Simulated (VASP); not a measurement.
# Ca (Fm-3m) in VASP: further runs

Ca is run at these levels: PBEsol; tasks: single point, relaxation of cell and atoms.

All numbers are computed with VASP 6.6.1; they aren't measurements. Logs are shortened: lines on timing, memory, paths and dates and some standing lists are left out, and cuts for length are marked.

## Step 1: The cell of the first run

It takes space group Fm-3m (No. 225, cubic). The conventional cell has a = 5.453 Å, b = 5.453 Å, c = 5.453 Å, α = 90.00°, β = 90.00°, γ = 90.00°. Ca (site symmetry m-3m) has 12 Ca at 3.86 Å within 5.1 Å.

## Step 2: Single point, PBEsol

INCAR

```
  ALGO = Normal
  EDIFF = 1E-6
  ENCUT = 520
  GGA = PS
  ISIF = 2
  ISMEAR = 0
  LASPH = True
  LCHARG = False
  LREAL = False
  LWAVE = False
  NBANDS = 11
  NELM = 80
  PREC = Accurate
  SIGMA = 0.1
```

KPOINTS

```
k-points
0
Gamma
  14 14 14
```

POSCAR

```
Ca
1.0
    0.0000000000      2.7265342245      2.7265342245
    2.7265342245      0.0000000000      2.7265342245
    2.7265342245      2.7265342245      0.0000000000
Ca
1
Direct
    0.0000000000      0.0000000000      0.0000000000
```

Potentials or basis: VASP PAW PBE potentials, release 64 (Ca_sv).

Started as:

```sh
$ cat potpaw_PBE.64/Ca_sv/POTCAR > POTCAR
$ mpirun -np 1 vasp_std > vasp.out
```

OUTCAR:

```text
EDIFF = 1E-6
   ENCUT = 520
   GGA = PS
   ISIF = 2
   ISMEAR = 0
   LASPH = True
   LREAL = False
   NELM = 80
   PREC = Accurate

 ion  position               nearest neighbor table
   1  0.000  0.000  0.000-

  LATTYP: Found a face centered cubic cell.
 ALAT       =     5.4530684490

  Lattice vectors:

 A1 = (   0.0000000000,   2.7265342245,   2.7265342245)
 A2 = (   2.7265342245,   0.0000000000,   2.7265342245)
 A3 = (   2.7265342245,   2.7265342245,   0.0000000000)

Analysis of symmetry for initial positions (statically):
=====================================================================
 Subroutine PRICEL returns:
 Original cell was already a primitive cell.

 Routine SETGRP: Setting up the symmetry group for a
 face centered cubic supercell.

 Subroutine GETGRP returns: Found 48 space group operations
[... 9 lines left out ...]

 Routine SETGRP: Setting up the symmetry group for a
 face centered cubic supercell.

 Subroutine GETGRP returns: Found 48 space group operations
[... 11 lines left out ...]
                                     Primitive cell

  volume of cell :      40.5381

  direct lattice vectors                    reciprocal lattice vectors
     0.000000000  2.726534224  2.726534224    -0.183382991  0.183382991  0.183382991
     2.726534224  0.000000000  2.726534224     0.183382991 -0.183382991  0.183382991
     2.726534224  2.726534224  0.000000000     0.183382991  0.183382991 -0.183382991

  length of vectors
     3.855901679  3.855901679  3.855901679     0.317628657  0.317628657  0.317628657

  position of ions in fractional coordinates (direct lattice)
     0.000000000  0.000000000  0.000000000

  ion indices of the primitive-cell ions
   primitive index   ion index
                 1           1

----------------------------------------------------------------------------------------

 KPOINTS: k-points

Automatic generation of k-mesh.
 Grid dimensions read from file:
 generate k-points for:   14   14   14

 Generating k-lattice:

  Cartesian coordinates                     Fractional coordinates (reciprocal lattice)
    -0.013098785  0.013098785  0.013098785     0.071428571  0.000000000  0.000000000
     0.013098785 -0.013098785  0.013098785     0.000000000  0.071428571  0.000000000
     0.013098785  0.013098785 -0.013098785     0.000000000  0.000000000  0.071428571

  Length of vectors
     0.022687761  0.022687761  0.022687761

  Shift w.r.t. Gamma in fractional coordinates (k-lattice)
     0.000000000  0.000000000  0.000000000

 Subroutine IBZKPT returns following result:
 ===========================================

 Found    104 irreducible k-points:

 Following reciprocal coordinates:
            Coordinates               Weight
  0.000000  0.000000  0.000000      1.000000
  0.071429  0.000000  0.000000      8.000000
  0.142857  0.000000  0.000000      8.000000
  0.214286  0.000000  0.000000      8.000000
  0.285714  0.000000  0.000000      8.000000
  0.357143  0.000000  0.000000      8.000000
[... 16 lines left out ...]
  0.214286  0.142857  0.000000     24.000000
  0.285714  0.142857  0.000000     24.000000
 [... further k-points ...]
   k-points           NKPTS =    104   k-points in BZ     NKDIM =    104   number of bands    NBANDS=     11
   number of dos      NEDOS =    301   number of ions     NIONS =      1
   total plane-waves  NPLWV =  27000
   dimension x,y,z NGX =    30 NGY =   30 NGZ =   30
   dimension x,y,z NGXF=    60 NGYF=   60 NGZF=   60
   ions per type =               1
   NGX,Y,Z   is equivalent  to a cutoff of  12.93, 12.93, 12.93 a.u.
   NGXF,Y,Z  is equivalent  to a cutoff of  25.87, 25.87, 25.87 a.u.
 SYSTEM =  unknown system
   PREC   = accura    normal or accurate (medium, high low for compatibility)
   ISTART =      0    job   : 0-new  1-cont  2-samecut
   ICHARG =      2    charge: 1-file 2-atom 10-const
   ISPIN  =      1    spin polarized calculation?
   LNONCOLLINEAR =      F non collinear calculations
   LSORBIT =      F    spin-orbit coupling
   LASPH  =      T    aspherical Exc in radial PAW
   ENCUT  =  520.0 eV  38.22 Ry    6.18 a.u.   7.17  7.17  7.17*2*pi/ulx,y,z
   NELM   =     80;   NELMIN=  2; NELMDL= -5     # of ELM steps
   EDIFF  = 0.1E-05   stopping-criterion for ELM
   LREAL  =      F    real-space projection
   EDIFFG = 0.1E-04   stopping-criterion for IOM
   NSW    =      0    number of steps for IOM
   IBRION =     -1    ionic relax: 0-MD 1-quasi-New 2-CG
   NFREE  =      0    steps in history (QN), initial steepest desc. (CG)
   ISIF   =      2    stress and relaxation
   ISYM   =      2    0-nonsym 1-usesym 2-fastsym
   POTIM  = 0.5000    time-step for ionic-motion
   TEBEG  =    0.0;   TEEND  =   0.0 temperature during run
   PSTRESS=    0.0 pullay stress
   NELECT =      10.0000    total number of electrons
   NUPDOWN=      -1.0000    fix difference up-down
   EMIN   =  10.00;   EMAX   =-10.00  energy-range for DOS
   EFERMI =   0.00;   METHOD = LEGACY
   ISMEAR =     0;   SIGMA  =   0.10  broadening in eV -4-tet -1-fermi 0-gaus
   EFERMI_NEDOS =   21; number of points for ismear=-14 and -15
   IALGO  =     38    algorithm
   IMIX   =      4    mixing-type and parameters
     AMIX     =   0.40;   BMIX     =  1.00
     AMIX_MAG =   1.60;   BMIX_MAG =  1.00
  volume/ion in A,a.u.               =      40.54       273.56
  Fermi-wavevector in a.u.,A,eV,Ry     =   1.026724  1.940228 14.342758  1.054163
  Thomas-Fermi vector in A             =   2.160632
   LORBIT       =      0    0 simple, 1 ext, 2 COOP (PROOUT), +10 PAW based schemes
   GGA     = PS    functional components
   LHFCALC =     F    Hartree Fock is set to
   AEXX    =    0.0000 exact exchange contribution
   IVDW    =     0    specifies the selected vdW correction
   LEPSILON=     F    determine dielectric tensor
   LRPA    =     F    only Hartree local field effects (RPA)
 non-spin polarized calculation
 Gauss-broadening in eV      SIGMA  =   0.10
  energy-cutoff  :      520.00
  volume of cell :       40.54
 maximum number of plane-waves:      1110
 NGX is ok and might be reduce to    30
   NGX = 15   NGY = 15   NGZ = 15

 number of electron      10.0000002 magnetization

 Free energy of the ion-electron system (eV)
  ---------------------------------------------------
  ext. energy  EPLUGINS =         0.00000000
  ---------------------------------------------------
  free energy    TOTEN  =        -2.13738629 eV

  energy without entropy =       -2.13034938  energy(sigma->0) =       -2.13386784

 E-fermi :   2.0428     XC(G=0):  -7.9389

 val. band max:        2.0406872863   @ k =  -0.4286   0.2143   0.0714
 cond. band min:       2.0630286783   @ k =  -0.3571   0.3571   0.0000
 fundamental gap:      0.0223413919
 Fermi energy:         2.0428075074

 k-point     1 :       0.0000    0.0000    0.0000
  band No.  band energies     occupation
      1     -39.6995      2.00000
      2     -20.6858      2.00000
      3     -20.6858      2.00000
      4     -20.6858      2.00000
      5      -2.0561      2.00000
      6       4.4282      0.00000
      7       4.4282      0.00000
      8       4.4282      0.00000
      9       5.5596      0.00000
     10       5.5596      0.00000
     11      11.3523      0.00000

 k-point     2 :       0.0714    0.0000    0.0000
  band No.  band energies     occupation
      1     -39.6986      2.00000
      2     -20.6941      2.00000
      3     -20.6869      2.00000
      4     -20.6869      2.00000
      5      -1.9655      2.00000
      6       4.3289      0.00000
      7       4.4637      0.00000
      8       4.4637      0.00000
      9       5.5281      0.00000
     10       5.5281      0.00000
     11      11.4722      0.00000

 k-point     3 :       0.1429    0.0000    0.0000
  band No.  band energies     occupation
      1     -39.6963      2.00000
      2     -20.7171      2.00000
      3     -20.6900      2.00000
      4     -20.6900      2.00000
      5      -1.6985      2.00000
      6       4.0618      0.00000
      7       4.5445      0.00000
      8       4.5445      0.00000
      9       5.4710      0.00000
     10       5.4710      0.00000
     11      11.3851      0.00000

 k-point     4 :       0.2143    0.0000    0.0000
  band No.  band energies     occupation
      1     -39.6929      2.00000
      2     -20.7501      2.00000
      3     -20.6945      2.00000
      4     -20.6945      2.00000
      5      -1.2701      2.00000
      6       3.6889      0.00000
      7       4.5879      0.00000
      8       4.5879      0.00000
      9       5.4956      0.00000
     10       5.4956      0.00000
     11      10.2694      0.00000

 k-point     5 :       0.2857    0.0000    0.0000
  band No.  band energies     occupation
      1     -39.6892      2.00000
      2     -20.7864      2.00000
      3     -20.6995      2.00000
      4     -20.6995      2.00000
      5      -0.7065      2.00000
      6       3.2570      0.00000
      7       4.5301      0.00000
      8       4.5301      0.00000
      9       5.6792      0.00000
     10       5.6792      0.00000
     11       9.1929      0.00000

 k-point     6 :       0.3571    0.0000    0.0000
  band No.  band energies     occupation
      1     -39.6858      2.00000
      2     -20.8189      2.00000
      3     -20.7040      2.00000
      4     -20.7040      2.00000
      5      -0.0502      2.00000
      6       2.7809      0.00000
      7       4.4249      0.00000
      8       4.4249      0.00000
      9       5.9517      0.00000
     10       5.9517      0.00000
     11       8.3006      0.00000

 k-point     7 :       0.4286    0.0000    0.0000
  band No.  band energies     occupation
      1     -39.6835      2.00000
      2     -20.8412      2.00000
      3     -20.7071      2.00000
      4     -20.7071      2.00000
      5       0.6215      2.00000
      6       2.2693      0.00136
      7       4.3402      0.00000
      8       4.3402      0.00000
      9       6.1901      0.00000
     10       6.1901      0.00000
     11       7.6985      0.00000

 k-point     8 :       0.5000    0.0000    0.0000
  band No.  band energies     occupation
      1     -39.6826      2.00000
      2     -20.8491      2.00000
      3     -20.7082      2.00000
      4     -20.7082      2.00000
      5       1.0294      2.00000
      6       1.9257      1.90224
      7       4.3089      0.00000
      8       4.3089      0.00000
      9       6.2856      0.00000
     10       6.2856      0.00000
     11       7.4842      0.00000
[... 141 lines left out ...]
 k-point    19 :      -0.2143    0.0714    0.0000
  band No.  band energies     occupation
      1     -39.6911      2.00000
      2     -20.7632      2.00000
      3     -20.7039      2.00000
      4     -20.6944      2.00000
      5      -1.0210      2.00000
      6       3.5312      0.00000
      7       4.4880      0.00000
      8       4.6635      0.00000
      9       5.3220      0.00000
     10       5.7446      0.00000
     11       9.9354      0.00000

 k-point    20 :      -0.1429    0.0714    0.0000
  band No.  band energies     occupation
      1     -39.6946      2.00000
      2     -20.7302      2.00000
      3     -20.6978      2.00000
      4     -20.6900      2.00000
      5      -1.4953      2.00000
      6       3.9000      0.00000
      7       4.5299      0.00000
      8       4.6369      0.00000
      9       5.2852      0.00000
     10       5.6053      0.00000
     11      11.0664      0.00000

 k-point    21 :      -0.0714    0.0714    0.0000
  band No.  band energies     occupation
      1     -39.6973      2.00000
      2     -20.7054      2.00000
      3     -20.6918      2.00000
      4     -20.6874      2.00000
      5      -1.8162      2.00000
      6       4.1824      0.00000
      7       4.5000      0.00000
      8       4.5280      0.00000
      9       5.4054      0.00000
     10       5.5633      0.00000
     11      11.6247      0.00000

 k-point    22 :       0.1429    0.1429    0.0000
  band No.  band energies     occupation
      1     -39.6953      2.00000
      2     -20.7161      2.00000
      3     -20.6970      2.00000
      4     -20.6970      2.00000
      5      -1.5810      2.00000
      6       3.9740      0.00000
      7       4.6255      0.00000
      8       4.6255      0.00000
      9       5.0869      0.00000
     10       5.6847      0.00000
     11      11.9393      0.00000

 k-point    23 :       0.2143    0.1429    0.0000
  band No.  band energies     occupation
      1     -39.6927      2.00000
      2     -20.7376      2.00000
      3     -20.7026      2.00000
      4     -20.7013      2.00000
      5      -1.2668      2.00000
      6       3.7345      0.00000
      7       4.6343      0.00000
      8       4.7229      0.00000
      9       4.9858      0.00000
     10       5.7487      0.00000
     11      11.2565      0.00000

 k-point    24 :       0.2857    0.1429    0.0000
  band No.  band energies     occupation
      1     -39.6895      2.00000
      2     -20.7672      2.00000
      3     -20.7082      2.00000
      4     -20.7065      2.00000
      5      -0.8024      2.00000
      6       3.4284      0.00000
      7       4.3974      0.00000
      8       4.7597      0.00000
      9       5.2159      0.00000
     10       5.8766      0.00000
     11      10.0467      0.00000

 [... further k-points ...]
[... 5 lines left out ...]
  --------------------------------------------------------------------------------------
  -------------------------------------------------------------------------------------
  Total        0.0028361      0.0028361      0.0028361      0.0000000      0.0000000     -0.0000000
  in kB        0.1120889      0.1120889      0.1120889      0.0000000      0.0000000     -0.0000000
  external PRESSURE =       0.1120889 kB  Pullay stress =       0.0000000 kB

 VOLUME and BASIS-vectors are now :
 -----------------------------------------------------------------------------
  energy-cutoff  :      520.00
  volume of cell :       40.54
      direct lattice vectors                 reciprocal lattice vectors
     0.000000000  2.726534224  2.726534224    -0.183382991  0.183382991  0.183382991
     2.726534224  0.000000000  2.726534224     0.183382991 -0.183382991  0.183382991
     2.726534224  2.726534224  0.000000000     0.183382991  0.183382991 -0.183382991

 POSITION                                       TOTAL-FORCE (eV/Angst)
 -----------------------------------------------------------------------------------
      0.00000      0.00000      0.00000         0.000000     -0.000000     -0.000000
 -----------------------------------------------------------------------------------
    total drift:                               -0.000000     -0.000000     -0.000000

  FREE ENERGIE OF THE ION-ELECTRON SYSTEM (eV)
  ---------------------------------------------------
  free  energy   TOTEN  =        -2.1373862940 eV

  energy  without entropy=       -2.1303493816  energy(sigma->0) =       -2.13386784
```

It took 64 s on 1 thread of AMD EPYC 7R13, shared host; peak memory 0.17 GiB.

What came out:

```yaml
Free_energy: -2.1374 eV
Pressure: 0.0 GPa
Band_gap_on_the_k_mesh: zero (band 5 reaches 2.18 eV, above the bottom of band 6 at 1.93 eV)
```

Levels at points of the mesh, in eV from the Fermi level:
| k point | band 1 | band 2 | band 3 | band 4 | band 5 | band 6 | band 7 | band 8 | band 9 | band 10 |
| --- | --- | --- | --- | --- | --- | --- | --- | --- | --- | --- |
| (0.00, 0.00, 0.00) | -41.74 | -22.73 | -22.73 | -22.73 | -4.10 | 2.39 | 2.39 | 2.39 | 3.52 | 3.52 |
| (0.50, 0.00, 0.00) | -41.73 | -22.89 | -22.75 | -22.75 | -1.01 | -0.12 | 2.27 | 2.27 | 4.24 | 4.24 |
| (0.50, 0.50, 0.00) | -41.72 | -22.88 | -22.79 | -22.79 | -0.49 | 0.55 | 1.04 | 4.24 | 4.44 | 4.44 |

Caveat: the PAW data sets were made with another functional, which shifts forces and pressure a little.

## Step 3: Relaxation of cell and atoms, PBEsol

This run uses another cell than the first one, of 42.16 Å³/atom, 1.040 times its volume.

INCAR

```
ALGO     = Fast           # electronic algorithm
EDIFF    = 1E-7           # SCF threshold, eV
EDIFFG   = -0.005         # ionic threshold
ENCUT    = 600            # plane-wave cutoff, eV
GGA      = PS             # functional
IBRION   = 2              # ionic algorithm
ISIF     = 3              # what is computed and relaxed
ISMEAR   = 0              # smearing method
LASPH    = T              # aspherical terms in the spheres
LCHARG   = F              # write CHGCAR
LREAL    = F              # projectors in reciprocal space
LWAVE    = F              # write WAVECAR
NELM     = 60             # most SCF steps
NSW      = 70             # ionic steps
PREC     = Accurate       # precision mode
SIGMA    = 0.1            # smearing width, eV
```

KPOINTS is that of step 2.

POSCAR

```
Ca
1.0
    0.0000000000      2.7623960552      2.7623960552
    2.7623960552      0.0000000000      2.7623960552
    2.7623960552      2.7623960552      0.0000000000
Ca
1
Direct
    0.0000000000      0.0000000000      0.0000000000
```

Potentials or basis: VASP PAW PBE potentials, release 64 (Ca_sv).

Started as:

```sh
$ cat potpaw_PBE.64/Ca_sv/POTCAR > POTCAR
$ mpirun -np 1 vasp_std > vasp.out
```

Wall time 6.2 min (1 thread of AMD EPYC 7R13, shared host); peak memory 0.19 GiB.

The run converged. Its results:

| Item | Value |
| --- | --- |
| Free energy | -2.1376 eV |
| Relaxed volume | 40.65 Å³/atom |
| Relaxed cell | a = 3.859 Å, b = 3.859 Å, c = 3.859 Å, α = 60.00°, β = 60.00°, γ = 60.00° |
| Space group after relaxing (to 0.05 Å) | Fm-3m (No. 225) |
| Energy gained by relaxing | 3.0 meV/atom |
| Ionic steps | 4 |
| Pressure after relaxing | 0.0 GPa |
| Band gap on the k mesh | zero (band 5 reaches 2.17 eV, above the bottom of band 6 at 1.91 eV) |

The path:
```tsv
step	energy change (eV)	largest force (eV/Å)	pressure (GPa)	volume (Å³)
1	0.0000	0.0000	-0.64	42.16
2	-0.0026	0.0000	-0.22	41.15
3	-0.0030	0.0000	0.04	40.55
4	-0.0030	0.0000	0.00	40.65
```

Final structure:
```
Ca
1.0
     0.00000    2.72898    2.72898
     2.72898    0.00000    2.72898
     2.72898    2.72898    0.00000
Ca
1
Direct
  0.00000 0.00000 0.00000
```

Levels at points of the mesh, in eV from the Fermi level:
| k point | band 3 | band 4 | band 5 | band 6 | band 7 | band 8 |
| --- | --- | --- | --- | --- | --- | --- |
| (0.00, 0.00, 0.00) | -22.74 | -22.74 | -4.09 | 2.38 | 2.38 | 2.38 |
| (0.50, 0.00, 0.00) | -22.76 | -22.76 | -1.01 | -0.12 | 2.26 | 2.26 |
| (0.50, 0.50, 0.00) | -22.79 | -22.79 | -0.49 | 0.55 | 1.04 | 4.23 |

Caveat: the PAW data sets were made with another functional, which shifts forces and pressure a little.
